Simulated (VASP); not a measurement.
# C: single point with r2SCAN

The system is C.

```xyz
8
Lattice="-2.4655 2.4655 2.5020 2.4655 -2.4655 2.5020 2.4655 2.4655 -2.5020" Properties=species:S:1:pos:R:3 pbc="T T T"
C    -0.8024    0.8024    0.8143
C     1.6631    1.6631    1.6877
C     0.8024   -0.8024    0.8143
C     0.8024    0.8024   -0.8143
C     1.6631   -1.6631    1.6877
C     0.8024    0.8024    0.8143
C    -1.6631    1.6631    1.6877
C     1.6631    1.6631   -1.6877
```

This cell differs from its parent crystal: strain +0.015 along x and y, +0.030 along z.

```yaml
Program: VASP 6.6.1
Task: single point
Functional: r2SCAN
Potentials_or_basis: VASP PAW PBE potentials, release 64 (C)
Cutoff: 520 eV
k_mesh: 8 × 8 × 8
Occupations: gaussian, width 0.05 eV
Spin: no spin polarisation
Dipole_correction: no
Further_INCAR_settings: ALGO = Normal; EDIFF = 1e-06; NBANDS = 26
```

- Pressure: -16.7 GPa
- Largest force: 0.325 eV/Å
- Band gap on the k mesh: 2.96 eV (least direct gap 3.85 eV)

Forces on the atoms (eV/Å):
```
C    0.041 -0.041 -0.320
C    0.041  0.041  0.320
C   -0.041  0.041 -0.320
C   -0.041 -0.041  0.320
C    0.041 -0.041  0.320
C   -0.041 -0.041 -0.320
C   -0.041  0.041  0.320
C    0.041  0.041 -0.320
```

Stress tensor (GPa, compression positive):
```
-14.31   0.00   0.00
  0.00 -14.31   0.00
  0.00   0.00 -21.39
```

Levels at points of the mesh, in eV from the valence-band top:
```
           k point  band 14  band 15  band 16  band 17  band 18  band 19
(0.00, 0.00, 0.00)    -0.51    -0.51    -0.30     3.56     4.15     4.15
(0.50, 0.00, 0.00)    -3.03    -2.39    -2.17     3.93     5.55     5.95
(0.50, 0.50, 0.00)    -3.19    -2.25    -2.23     4.02     5.03     6.00
(0.50, 0.50, 0.50)    -0.19     0.00     0.00     4.00     5.76     5.76
```

It took 2.4 min on 1 thread of Intel(R) Xeon(R) 6975P-C (Granite Rapids), on a shared host, peak memory 0.21 GiB.

Caveat: the cell differs from its parent crystal (strain +0.015 along x and y, +0.030 along z); the stress differs along the axes, from -21 to -14 GPa; the PAW data sets were made with another functional, which shifts forces and pressure a little. A k mesh can miss the band edges.
